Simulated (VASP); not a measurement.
Write the native input for VASP 6.6.1 that does the following.

```
Task                   : single point
Functional             : PBEsol
Potentials or basis    : VASP PAW PBE potentials, release 64 (Nb_sv, S, C)
Cutoff                 : 520 eV
k mesh                 : 3 × 3 × 2
Occupations            : fermi-dirac, width 0.05 eV
Spin                   : no spin polarisation
Dipole correction      : no
Further INCAR settings : LREAL = Auto; ALGO = Normal; EDIFF = 1e-07; NBANDS = 92
```

The structure of Nb7C4S8 (a cell with a defect) lies in POSCAR:

```
Nb7C4S8
1.0
    3.2713142500      5.6660824900      0.0000000000
   -3.2713142500      5.6660824900      0.0000000000
    0.0000000000     -1.8886941600      8.4813790000
Nb S C
7 8 4
Direct
    0.1984834580      0.1899306263      0.1497115033
    0.3079675072      0.3196857333      0.8670556993
    0.3064055388      0.8081259101      0.8673887819
    0.6878526111      0.1896540659      0.1504379182
    0.8096626246      0.3114069159      0.8595639931
    0.6882520420      0.7002343822      0.1497217610
    0.8179302687      0.8097479304      0.8670604155
    0.1178485247      0.1099630089      0.6726641976
    0.3803902285      0.3998334844      0.3215395751
    0.1120772255      0.6138248030      0.6750165274
    0.3786322526      0.8803410077      0.3182385789
    0.6070158061      0.1087432846      0.6713956539
    0.8886895650      0.3904338563      0.3337156611
    0.6082171849      0.6195878442      0.6726560622
    0.8980339384      0.8822228618      0.3215872089
   -0.0072383536      0.0118487762     -0.0054857824
   -0.0080339930      0.4937031911     -0.0061805987
    0.5007572206      0.0024947868      0.0069452149
    0.5100796400      0.4945394026     -0.0054861362
```

One way to write it, as run:

INCAR

```
PREC = Accurate ; ENCUT = 520
EDIFF = 1E-7 ; ISMEAR = -1
SIGMA = 0.05 ; LREAL = Auto
LASPH = T ; NELM = 60
ALGO = Normal ; ISIF = 2
LWAVE = F ; LCHARG = F
GGA = PS ; NBANDS = 92
```

KPOINTS

```
regular mesh
0
Gamma
  3 3 2
```

Potentials or basis: VASP PAW PBE potentials, release 64 (Nb_sv, S, C).

Command:

```console
$ cat potpaw_PBE.64/Nb_sv/POTCAR potpaw_PBE.64/S/POTCAR potpaw_PBE.64/C/POTCAR > POTCAR
$ mpirun -np 1 vasp_std > vasp.out
```

It gave:

```
Pressure               : -2.7 GPa
Largest force          : 0.023 eV/Å
Band gap on the k mesh : zero (an odd number of electrons rules out a gap without spin polarisation)
```

Caveat: the k points lie up to 0.37 Å⁻¹ apart, too coarse for converged energies and pressures of a metal; the PAW data sets were made with another functional, which shifts forces and pressure a little.

Wall time 8.7 min on 1 thread of Intel(R) Xeon(R) 6975P-C (Granite Rapids) (shared host), peak memory 0.51 GiB.
